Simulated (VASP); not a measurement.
A run of VASP 6.6.1 is set up as follows.

Contents of INCAR:

```
SYSTEM = Sn4Pd
PREC = Accurate ; ENCUT = 500
EDIFF = 1E-6 ; ISMEAR = 1
SIGMA = 0.1 ; LREAL = .False.
LASPH = .True. ; NELM = 120
ALGO = Normal ; ISIF = 2
LWAVE = .False. ; LCHARG = .False.
GGA = PS ; NBANDS = 77
GGA_COMPAT = .False.
```

File KPOINTS:

```
Automatic mesh
0
Gamma
  5 5 4
  0 0 0
```

POSCAR

```
Sn4Pd
1.0
    3.2210055553     -5.7228763807      0.0000000000
    3.2210055553      5.7228763807      0.0000000000
    0.0000000000      0.0000000000      6.3889085460
Sn Pd
8 2
Direct
    0.9566955671      0.7045336003      0.8305330278
    0.0433044329      0.2954663997      0.8305330278
    0.7045336003      0.9566955671      0.1694669722
    0.2954663997      0.0433044329      0.1694669722
    0.5433044329      0.7954663997      0.6694669722
    0.4566955671      0.2045336003      0.6694669722
    0.7954663997      0.5433044329      0.3305330278
    0.2045336003      0.4566955671      0.3305330278
    0.5000000000      0.5000000000      0.0000000000
    0.0000000000      0.0000000000      0.5000000000
```

Potentials or basis: VASP PAW PBE potentials, release 64 (Sn_d, Pd).

Command:

```bash
$ cat potpaw_PBE.64/Sn_d/POTCAR potpaw_PBE.64/Pd/POTCAR > POTCAR
$ mpirun -np 1 vasp_std > vasp.out
```

Question: What does it give for the pressure?

Answer: 0.0 GPa.

Question: Estimate the largest force.

Answer: 0.010 eV/Å.

Stress tensor (GPa, compression positive):
```
-0.43  0.00  0.00
 0.00  0.35  0.00
 0.00  0.00  0.01
```

Caveat: the PAW data sets were made with another functional, which shifts forces and pressure a little.
